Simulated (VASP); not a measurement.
# Ge3S (Pm-3m) in VASP: notebook

Runs on Ge3S. Level: r2SCAN. Tasks: single point.

All numbers are computed with VASP 6.6.1; they aren't measurements. Logs are shortened: lines on timing, memory, paths and dates and some standing lists are left out, and cuts for length are marked.

## (1) The cell of the first run

It takes space group Pm-3m (No. 221, cubic). The conventional cell has a = 4.171 Å, b = 4.171 Å, c = 4.171 Å, α = 90.00°, β = 90.00°, γ = 90.00°. Within 3.9 Å of Ge (site symmetry 4/mmm) lie 8 Ge at 2.95 Å and 4 S at 2.95 Å. Within 3.9 Å of S (site symmetry m-3m) lie 12 Ge at 2.95 Å.

## (2) Single point, r2SCAN

File POSCAR:

```
Ge3S
1.0
    4.1714356929      0.0000000000      0.0000000000
    0.0000000000      4.1714356929      0.0000000000
    0.0000000000      0.0000000000      4.1714356929
Ge S
3 1
Direct
    0.0000000000      0.5000000000      0.5000000000
    0.5000000000      0.0000000000      0.5000000000
    0.5000000000      0.5000000000      0.0000000000
    0.0000000000      0.0000000000      0.0000000000
```

File INCAR.step1:

```
SYSTEM = Ge3S
ALGO     = Normal         ! electronic algorithm
EDIFF    = 1E-4           ! SCF threshold, eV
ENCUT    = 520            ! plane-wave cutoff, eV
GGA      = PE             ! functional
ISMEAR   = 0              ! smearing method
LASPH    = .TRUE.         ! aspherical terms in the spheres
LCHARG   = .FALSE.        ! write CHGCAR
LREAL    = .FALSE.        ! projectors in reciprocal space
LWAVE    = .TRUE.         ! write WAVECAR
NBANDS   = 32             ! bands
NELM     = 100            ! most SCF steps
PREC     = Accurate       ! precision mode
SIGMA    = 0.1            ! smearing width, eV
```

File INCAR.step2:

```
SYSTEM = Ge3S
ALGO     = Normal         ! electronic algorithm
EDIFF    = 1E-6           ! SCF threshold, eV
ENCUT    = 520            ! plane-wave cutoff, eV
ISIF     = 2              ! what is computed and relaxed
ISMEAR   = 0              ! smearing method
ISTART   = 1            
LASPH    = .TRUE.         ! aspherical terms in the spheres
LCHARG   = .FALSE.        ! write CHGCAR
LMIXTAU  = .TRUE.       
LREAL    = .FALSE.        ! projectors in reciprocal space
LWAVE    = .FALSE.        ! write WAVECAR
METAGGA  = R2SCAN         ! meta-GGA
NBANDS   = 32             ! bands
NELM     = 100            ! most SCF steps
PREC     = Accurate       ! precision mode
SIGMA    = 0.1            ! smearing width, eV
```

File KPOINTS:

```
k-points
0
G
  4 4 4
  0 0 0
```

Potentials or basis: VASP PAW PBE potentials, release 64 (Ge_d, S).

On the command line:

```sh
$ cat potpaw_PBE.64/Ge_d/POTCAR potpaw_PBE.64/S/POTCAR > POTCAR
$ cp INCAR.step1 INCAR
$ mpirun -np 1 vasp_std > vasp.out
$ cp INCAR.step2 INCAR
$ mpirun -np 1 vasp_std > vasp.out
```

OUTCAR:

```text
SYSTEM = Ge3S
   EDIFF = 1E-6
   ENCUT = 520
   ISIF = 2
   ISMEAR = 0
   ISTART = 1
   LASPH = .TRUE.
   LREAL = .FALSE.
   METAGGA = R2SCAN
   NELM = 100
   PREC = Accurate

 ion  position               nearest neighbor table
   1  0.000  0.500  0.500-
   2  0.500  0.000  0.500-
   3  0.500  0.500  0.000-
   4  0.000  0.000  0.000-

  LATTYP: Found a simple cubic cell.
 ALAT       =     4.1714356929

  Lattice vectors:

 A1 = (   4.1714356929,   0.0000000000,   0.0000000000)
 A2 = (   0.0000000000,   4.1714356929,   0.0000000000)
 A3 = (   0.0000000000,   0.0000000000,   4.1714356929)

Analysis of symmetry for initial positions (statically):
=====================================================================
 Subroutine PRICEL returns:
 Original cell was already a primitive cell.

 Routine SETGRP: Setting up the symmetry group for a
 simple cubic supercell.

 Subroutine GETGRP returns: Found 48 space group operations
 (whereof 48 operations were pure point group operations)
 out of a pool of 48 trial point group operations.

The static configuration has the point symmetry O_h .

Analysis of symmetry for dynamics (positions and initial velocities):
=====================================================================
 Subroutine PRICEL returns:
 Original cell was already a primitive cell.

 Routine SETGRP: Setting up the symmetry group for a
 simple cubic supercell.

 Subroutine GETGRP returns: Found 48 space group operations
 (whereof 48 operations were pure point group operations)
 out of a pool of 48 trial point group operations.

The dynamic configuration has the point symmetry O_h .

 Subroutine INISYM returns: Found 48 space group operations
 (whereof 48 operations are pure point group operations),
 and found     1 'primitive' translations

----------------------------------------------------------------------------------------

                                     Primitive cell

  volume of cell :      72.5866

  direct lattice vectors                    reciprocal lattice vectors
     4.171435693  0.000000000  0.000000000     0.239725618  0.000000000  0.000000000
     0.000000000  4.171435693  0.000000000     0.000000000  0.239725618  0.000000000
     0.000000000  0.000000000  4.171435693     0.000000000  0.000000000  0.239725618

  length of vectors
     4.171435693  4.171435693  4.171435693     0.239725618  0.239725618  0.239725618

  position of ions in fractional coordinates (direct lattice)
     0.000000000  0.500000000  0.500000000
     0.500000000  0.000000000  0.500000000
     0.500000000  0.500000000  0.000000000
     0.000000000  0.000000000  0.000000000

  ion indices of the primitive-cell ions
   primitive index   ion index
                 1           1
                 2           2
                 3           3
                 4           4

----------------------------------------------------------------------------------------

 KPOINTS: k-points

Automatic generation of k-mesh.
 Grid dimensions read from file:
 generate k-points for:    4    4    4

 Generating k-lattice:

  Cartesian coordinates                     Fractional coordinates (reciprocal lattice)
     0.059931405  0.000000000  0.000000000     0.250000000  0.000000000  0.000000000
     0.000000000  0.059931405  0.000000000     0.000000000  0.250000000  0.000000000
     0.000000000  0.000000000  0.059931405     0.000000000  0.000000000  0.250000000

  Length of vectors
     0.059931405  0.059931405  0.059931405

  Shift w.r.t. Gamma in fractional coordinates (k-lattice)
     0.000000000  0.000000000  0.000000000

 Subroutine IBZKPT returns following result:
 ===========================================

 Found     10 irreducible k-points:

 Following reciprocal coordinates:
            Coordinates               Weight
  0.000000  0.000000  0.000000      1.000000
  0.250000  0.000000  0.000000      6.000000
  0.500000  0.000000  0.000000      3.000000
  0.250000  0.250000  0.000000     12.000000
  0.500000  0.250000  0.000000     12.000000
  0.500000  0.500000  0.000000      3.000000
  0.250000  0.250000  0.250000      8.000000
  0.500000  0.250000  0.250000     12.000000
  0.500000  0.500000  0.250000      6.000000
  0.500000  0.500000  0.500000      1.000000
   k-points           NKPTS =     10   k-points in BZ     NKDIM =     10   number of bands    NBANDS=     32
   number of dos      NEDOS =    301   number of ions     NIONS =      4
   total plane-waves  NPLWV =  32768
   dimension x,y,z NGX =    32 NGY =   32 NGZ =   32
   dimension x,y,z NGXF=    64 NGYF=   64 NGZF=   64
   ions per type =               3   1
   NGX,Y,Z   is equivalent  to a cutoff of  12.75, 12.75, 12.75 a.u.
   NGXF,Y,Z  is equivalent  to a cutoff of  25.51, 25.51, 25.51 a.u.
 SYSTEM =  Ge3S
   PREC   = accura    normal or accurate (medium, high low for compatibility)
   ISTART =      1    job   : 0-new  1-cont  2-samecut
   ICHARG =      0    charge: 1-file 2-atom 10-const
   ISPIN  =      1    spin polarized calculation?
   LNONCOLLINEAR =      F non collinear calculations
   LSORBIT =      F    spin-orbit coupling
   LASPH  =      T    aspherical Exc in radial PAW
   ENCUT  =  520.0 eV  38.22 Ry    6.18 a.u.   7.76  7.76  7.76*2*pi/ulx,y,z
   NELM   =    100;   NELMIN=  2; NELMDL=  0     # of ELM steps
   EDIFF  = 0.1E-05   stopping-criterion for ELM
   LREAL  =      F    real-space projection
   EDIFFG = 0.1E-04   stopping-criterion for IOM
   NSW    =      0    number of steps for IOM
   IBRION =     -1    ionic relax: 0-MD 1-quasi-New 2-CG
   NFREE  =      0    steps in history (QN), initial steepest desc. (CG)
   ISIF   =      2    stress and relaxation
   ISYM   =      2    0-nonsym 1-usesym 2-fastsym
   POTIM  = 0.5000    time-step for ionic-motion
   TEBEG  =    0.0;   TEEND  =   0.0 temperature during run
   PSTRESS=    0.0 pullay stress
   NELECT =      48.0000    total number of electrons
   NUPDOWN=      -1.0000    fix difference up-down
   EMIN   =  10.00;   EMAX   =-10.00  energy-range for DOS
   EFERMI =   0.00;   METHOD = LEGACY
   ISMEAR =     0;   SIGMA  =   0.10  broadening in eV -4-tet -1-fermi 0-gaus
   EFERMI_NEDOS =   21; number of points for ismear=-14 and -15
   IALGO  =     38    algorithm
   IMIX   =      4    mixing-type and parameters
     AMIX     =   0.40;   BMIX     =  1.00
     AMIX_MAG =   1.60;   BMIX_MAG =  1.00
  volume/ion in A,a.u.               =      18.15       122.46
  Fermi-wavevector in a.u.,A,eV,Ry     =   1.426274  2.695267 27.677761  2.034258
  Thomas-Fermi vector in A             =   2.546569
   LORBIT       =      0    0 simple, 1 ext, 2 COOP (PROOUT), +10 PAW based schemes
   METAGGA = R2SCAN    functional components
   LHFCALC =     F    Hartree Fock is set to
   AEXX    =    0.0000 exact exchange contribution
   IVDW    =     0    specifies the selected vdW correction
   LEPSILON=     F    determine dielectric tensor
   LRPA    =     F    only Hartree local field effects (RPA)
 non-spin polarized calculation
 Gauss-broadening in eV      SIGMA  =   0.10
  energy-cutoff  :      520.00
  volume of cell :       72.59
 maximum number of plane-waves:      1972
 NGX is ok and might be reduce to    32
   NGX = 15   NGY = 15   NGZ = 15

 number of electron      48.0000082 magnetization

 Free energy of the ion-electron system (eV)
  ---------------------------------------------------
  ext. energy  EPLUGINS =         0.00000000
  ---------------------------------------------------
  free energy    TOTEN  =       -47.20554248 eV

  energy without entropy =      -47.20028074  energy(sigma->0) =      -47.20291161

 E-fermi :   7.0571     XC(G=0): -12.2423

 val. band max:        6.9817853314   @ k =   0.5000   0.5000   0.0000
 cond. band min:       7.1745123989   @ k =   0.0000   0.0000   0.0000
 fundamental gap:      0.1927270675
 Fermi energy:         7.0570643766

 k-point     1 :       0.0000    0.0000    0.0000
  band No.  band energies     occupation
      1     -18.7006      2.00000
      2     -18.7006      2.00000
      3     -18.7006      2.00000
      4     -18.6920      2.00000
      5     -18.6920      2.00000
      6     -18.6613      2.00000
[... 24 lines left out ...]
     31      13.6495      0.00000
     32      13.6495      0.00000

 k-point     2 :       0.2500    0.0000    0.0000
  band No.  band energies     occupation
      1     -18.6952      2.00000
      2     -18.6903      2.00000
      3     -18.6811      2.00000
      4     -18.6811      2.00000
      5     -18.6792      2.00000
      6     -18.6458      2.00000
[... 24 lines left out ...]
     31      13.5899      0.00000
     32      14.1424      0.00000

 k-point     3 :       0.5000    0.0000    0.0000
  band No.  band energies     occupation
      1     -18.6887      2.00000
      2     -18.6882      2.00000
      3     -18.6599      2.00000
      4     -18.6599      2.00000
      5     -18.6594      2.00000
      6     -18.6518      2.00000
[... 24 lines left out ...]
     31      12.0881      0.00000
     32      15.1890      0.00000

 k-point     4 :       0.2500    0.2500    0.0000
  band No.  band energies     occupation
      1     -18.6874      2.00000
      2     -18.6834      2.00000
      3     -18.6828      2.00000
      4     -18.6683      2.00000
      5     -18.6623      2.00000
      6     -18.6521      2.00000
[... 24 lines left out ...]
     31      14.6105      0.00000
     32      14.9975      0.00000

 k-point     5 :       0.5000    0.2500    0.0000
  band No.  band energies     occupation
      1     -18.6842      2.00000
      2     -18.6721      2.00000
      3     -18.6702      2.00000
      4     -18.6673      2.00000
      5     -18.6558      2.00000
      6     -18.6426      2.00000
[... 94 lines left out ...]
     31      14.1893      0.00000
     32      15.0456      0.00000

 k-point     8 :       0.5000    0.2500    0.2500
  band No.  band energies     occupation
      1     -18.6856      2.00000
      2     -18.6856      2.00000
      3     -18.6755      2.00000
      4     -18.6586      2.00000
      5     -18.6566      2.00000
      6     -18.6434      2.00000
[... 24 lines left out ...]
     31      13.0532      0.00000
     32      16.9064      0.00000

 k-point     9 :       0.5000    0.5000    0.2500
  band No.  band energies     occupation
      1     -18.6939      2.00000
      2     -18.6808      2.00000
      3     -18.6808      2.00000
      4     -18.6707      2.00000
      5     -18.6417      2.00000
      6     -18.6406      2.00000
[... 24 lines left out ...]
     31      14.2579      0.00000
     32      17.2099      0.00000

 k-point    10 :       0.5000    0.5000    0.5000
  band No.  band energies     occupation
      1     -18.7048      2.00000
      2     -18.6835      2.00000
      3     -18.6835      2.00000
      4     -18.6835      2.00000
      5     -18.6498      2.00000
      6     -18.6498      2.00000
[... 24 lines left out ...]
     31      14.7171      0.00000
     32      17.1424      0.00000

------------------------ aborting loop because EDIFF is reached ----------------------------------------

  FORCE on cell =-STRESS in cart. coord.  units (eV):
  Direction    XX          YY          ZZ          XY          YZ          ZX
  --------------------------------------------------------------------------------------
  -------------------------------------------------------------------------------------
  Total        0.9421578      0.9421578      0.9421578      0.0000000     -0.0000000     -0.0000000
  in kB       20.7958918     20.7958918     20.7958918      0.0000000     -0.0000000     -0.0000000
  external PRESSURE =      20.7958918 kB  Pullay stress =       0.0000000 kB

 VOLUME and BASIS-vectors are now :
 -----------------------------------------------------------------------------
  energy-cutoff  :      520.00
  volume of cell :       72.59
      direct lattice vectors                 reciprocal lattice vectors
     4.171435693  0.000000000  0.000000000     0.239725618  0.000000000  0.000000000
     0.000000000  4.171435693  0.000000000     0.000000000  0.239725618  0.000000000
     0.000000000  0.000000000  4.171435693     0.000000000  0.000000000  0.239725618

 POSITION                                       TOTAL-FORCE (eV/Angst)
 -----------------------------------------------------------------------------------
      0.00000      2.08572      2.08572         0.000000      0.000000      0.000000
      2.08572      0.00000      2.08572         0.000000      0.000000      0.000000
      2.08572      2.08572      0.00000         0.000000      0.000000      0.000000
      0.00000      0.00000      0.00000         0.000000      0.000000      0.000000
 -----------------------------------------------------------------------------------
    total drift:                                0.000000     -0.000000     -0.000000

  FREE ENERGIE OF THE ION-ELECTRON SYSTEM (eV)
  ---------------------------------------------------
  free  energy   TOTEN  =       -47.2055424837 eV

  energy  without entropy=      -47.2002807397  energy(sigma->0) =      -47.20291161
```

Run time: 30 s. Hardware: 1 thread of Intel Xeon 6975P-C (Granite Rapids), shared host; peak memory 0.18 GiB.

What came out:

```yaml
Free_energy: -47.2055 eV
Pressure: 2.1 GPa
Band_gap_on_the_k_mesh: zero (bands 24 and 25 overlap by 3.21 eV)
```

Levels at points of the mesh, in eV from the Fermi level:
```
           k point  band 22  band 23  band 24  band 25  band 26  band 27
(0.00, 0.00, 0.00)    -5.60     0.12     0.12     0.12     2.99     2.99
(0.50, 0.00, 0.00)    -2.42    -2.42    -2.36    -0.31     2.58     2.84
(0.50, 0.50, 0.00)    -2.30    -2.30    -0.59    -0.09    -0.09    -0.08
(0.50, 0.50, 0.50)    -6.79    -6.12     2.82     2.82     2.82     7.48
```

Caveat: the k points lie up to 0.38 Å⁻¹ apart, too coarse for converged energies and pressures of a metal; the PAW data sets were made with another functional, which shifts forces and pressure a little.

## (3) Single point, r2SCAN

This run uses another cell than the first one, of 19.02 Å³/atom.

File POSCAR:

```
Ge3S
1.0
    4.2370948994      0.0000000000      0.0000000000
    0.0000000000      4.2370948994      0.0000000000
    0.0000000000      0.0000000000      4.2370948994
Ge S
3 1
Direct
    0.0000000000      0.5000000000      0.5000000000
    0.5000000000      0.0000000000      0.5000000000
    0.5000000000      0.5000000000      0.0000000000
    0.0000000000      0.0000000000      0.0000000000
```

File INCAR.step1:

```
  PREC = Accurate
  ENCUT = 520
  ISMEAR = 0
  SIGMA = 0.1
  LREAL = F
  LASPH = T
  NELM = 100
  NBANDS = 32
  GGA = PE
  ALGO = Normal
  EDIFF = 1E-4
  LWAVE = T
  LCHARG = F
```

File INCAR.step2:

```
  PREC = Accurate
  ENCUT = 520
  EDIFF = 1E-6
  ISMEAR = 0
  SIGMA = 0.1
  LREAL = F
  LASPH = T
  NELM = 100
  ALGO = Normal
  ISIF = 2
  LWAVE = F
  LCHARG = F
  METAGGA = R2SCAN
  LMIXTAU = T
  NBANDS = 32
  ISTART = 1
```

File KPOINTS:

```
Automatic mesh
0
Gamma
  12 12 12
```

Potentials or basis: VASP PAW PBE potentials, release 64 (Ge_d, S).

On the command line:

```sh
$ cat potpaw_PBE.64/Ge_d/POTCAR potpaw_PBE.64/S/POTCAR > POTCAR
$ cp INCAR.step1 INCAR
$ mpirun -np 1 vasp_std > vasp.out
$ cp INCAR.step2 INCAR
$ mpirun -np 1 vasp_std > vasp.out
```

Wall time 2.6 min (1 thread of Intel Xeon 6975P-C (Granite Rapids), shared host); peak memory 0.29 GiB.

Results (log left out):

| Property | Result |
| --- | --- |
| Free energy | -47.1730 eV |
| Pressure | -0.1 GPa |
| Band gap on the k mesh | zero (bands 24 and 25 overlap by 3.11 eV) |

Levels at points of the mesh, in eV from the Fermi level:
```tsv
k point	band 21	band 22	band 23	band 24	band 25	band 26	band 27	band 28
(0.00, 0.00, 0.00)	-5.43	-5.43	-0.01	-0.01	-0.01	2.77	2.77	2.77
(0.50, 0.00, 0.00)	-4.12	-2.36	-2.36	-2.36	-0.29	2.27	2.60	2.60
(0.50, 0.50, 0.00)	-2.50	-2.45	-2.45	-0.76	-0.12	-0.11	-0.11	3.81
(0.50, 0.50, 0.50)	-6.56	-6.56	-5.91	2.52	2.52	2.52	7.01	7.01
```

Caveat: the PAW data sets were made with another functional, which shifts forces and pressure a little.
